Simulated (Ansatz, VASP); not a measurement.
## K2H3Au: VASP beside Ansatz

```
K H Au
1.0
     3.51102   -2.08393    0.83127
     3.51102    2.08393    0.83127
     2.75323    0.00000    9.24358
K H Au
2 3 1
Direct
  0.54196 0.54196 0.35463
  0.45804 0.45804 0.98028
  0.13023 0.13023 0.47219
  0.86977 0.86977 0.86272
  0.00000 0.00000 0.16745
  0.00000 0.00000 0.66745
```

Alike in both runs: task single point; functional r2SCAN; dispersion rVV10; k mesh 8 × 8 × 4; occupations fermi-dirac, width 0.03 eV; no spin polarisation.

|  | VASP | Ansatz |
| --- | --- | --- |
| version | VASP 6.6.1 | Ansatz 0.2.0 |
| potentials or method | VASP PAW PBE potentials, release 64 (K_sv, H, Au) | plane waves, PAW |
| plane-wave cutoff (eV) | 520 | 500 |
| valence electrons in the cell | 32 | 40 |

VASP gave:

```
gap on the k mesh at the Fermi level (eV)                     : 2.56
pressure (GPa)                                                : 0.0
traceless stress, the component that is largest in VASP (GPa) : 0.05
rms of the force components (eV/Å)                            : 0.007
```

Problem. Estimate Ansatz's values.

Solution. gap on the k mesh at the Fermi level (eV): 2.55; pressure (GPa): 0.0; traceless stress, the component that is largest in VASP (GPa): -0.01; rms of the force components (eV/Å): 0.002.

VASP's potentials were made for PBE, not for r2SCAN. Atom by atom the forces differ by 0.009 eV/Å (rms over components). VASP's potentials hold 32 valence electrons a cell and Ansatz's 40, so a difference there can come from the potentials and not from the codes. Ansatz's warnings: structure snapped to symmetry.

Neither program's run includes spin-orbit coupling.
